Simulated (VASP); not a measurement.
# Ba2B5: relaxation of cell and atoms with PBE

Ba2B5:

```xyz
7
Lattice="4.0835 0.0000 0.0000 -2.0417 3.5364 0.0000 0.0000 0.0000 7.9138" Properties=species:S:1:pos:R:3 pbc="T T T"
Ba    0.0000    0.0000    5.7256
Ba    0.0000    0.0000    2.1882
B     2.0417    0.0000    3.9569
B    -1.0209    1.7682    3.9569
B     1.0209    1.7682    3.9569
B     0.0000    0.0000    0.0000
B     0.0000    0.0000    3.9569
```

```json
{
 "Program": "VASP 6.6.1",
 "Task": "relaxation of cell and atoms",
 "Functional": "PBE",
 "Potentials or basis": "VASP PAW PBE potentials, release 64 (Ba_sv, B)",
 "Cutoff": "600 eV",
 "k mesh": "6 × 6 × 2",
 "Occupations": "gaussian, width 0.1 eV",
 "Spin": "no spin polarisation",
 "Dipole correction": "no",
 "Further INCAR settings": "ALGO = Normal; EDIFF = 1e-06; IBRION = 2; EDIFFG = -0.04; NSW = 90; ISIF = 3"
}
```

```
Relaxed volume                         : 18.29 Å³/atom
Relaxed cell                           : a = 3.605 Å, b = 3.605 Å, c = 11.374 Å, α = 90.00°, β = 90.00°, γ = 120.00°
Space group after relaxing (to 0.05 Å) : P6/mmm (No. 191)
Energy gained by relaxing              : 1908.9 meV/atom
Ionic steps                            : 25
Pressure after relaxing                : 0.0 GPa
Largest force after relaxing           : 0.011 eV/Å
```

Forces on the atoms (eV/Å):
```
Ba   0.000  0.000 -0.011
Ba   0.000  0.000  0.011
B    0.000  0.000  0.000
B    0.000  0.000  0.000
B    0.000  0.000  0.000
B    0.000  0.000  0.000
B    0.000  0.000  0.000
```

The path:
```
step  energy change (eV)  largest force (eV/Å)  pressure (GPa)  volume (Å³)
   1              0.0000               16.5186           37.52       114.28
   2             -8.5513                3.7316           -4.82       175.53
   3             -8.5829                3.7263           -4.65       175.80
   4            -11.7291                1.0364           -3.85       160.66
   5            -11.9794                0.3983           -1.78       155.76
   6            -11.9829                0.3438           -1.53       155.26
   7            -12.0399                0.5069           -0.23       150.34
   8            -12.0614                0.6918            1.16       145.60
   9            -12.1035                0.7371            0.98       144.73
  10            -12.2262                0.9181            0.40       142.05
  11            -12.5022                1.4252           -0.79       136.33
  12            -12.8153                1.3116            0.73       123.45
  13            -12.8369                1.7476           -0.71       127.12
  14            -12.8424                1.5545            0.28       124.87
  15            -12.8702                1.4007            0.49       124.38
  16            -12.8983                0.8499            1.17       122.91
  17            -12.9416                0.8108            1.17       123.10
  18            -13.0582                0.6683            0.99       123.63
  19            -13.2278                0.4537            0.44       124.65
  20            -13.3475                0.1793            0.79       126.42
  21            -13.3488                0.2052            0.73       126.28
  22            -13.3534                0.1875            0.42       126.94
  23            -13.3579                0.1468           -0.29       128.50
  24            -13.3597                0.1133           -0.22       128.38
  25            -13.3623                0.0114           -0.01       128.04
```

Final structure:
```yaml
crystal:
  lattice:
    - [3.60539, 0.00000, 0.00000]
    - [-1.80269, 3.12236, 0.00000]
    - [0.00000, 0.00000, 11.37370]
  atoms:
    - { symbol: Ba, position: [0.00000, 0.00000, 0.74833] }
    - { symbol: Ba, position: [0.00000, 0.00000, 0.25167] }
    - { symbol: B, position: [0.50000, 0.00000, 0.50000] }
    - { symbol: B, position: [0.00000, 0.50000, 0.50000] }
    - { symbol: B, position: [0.50000, 0.50000, 0.50000] }
    - { symbol: B, position: [0.00000, 0.00000, 0.00000] }
    - { symbol: B, position: [0.00000, 0.00000, 0.50000] }
```

Levels at points of the mesh, in eV from the Fermi level:
```csv
k point,band 15,band 16,band 17,band 18,band 19,band 20,band 21
"(0.00, 0.00, 0.00)",-1.25,-0.83,-0.48,0.19,0.19,0.70,3.02
"(0.50, 0.00, 0.00)",-3.48,-1.37,-0.68,-0.56,0.71,1.95,2.00
"(0.00, 0.00, 0.50)",-1.27,-0.87,-0.83,0.19,0.19,1.00,3.03
"(0.50, 0.00, 0.50)",-3.09,-1.13,-0.66,-0.56,0.40,0.74,1.76
```

It took 13 min on 1 thread of Oxide Virtual Turin-like Processor (shared host), peak memory 0.28 GiB.

Caveat: the k points lie up to 0.34 Å⁻¹ apart in the final cell; spin-orbit coupling is left out, which moves the levels of the heavy elements.
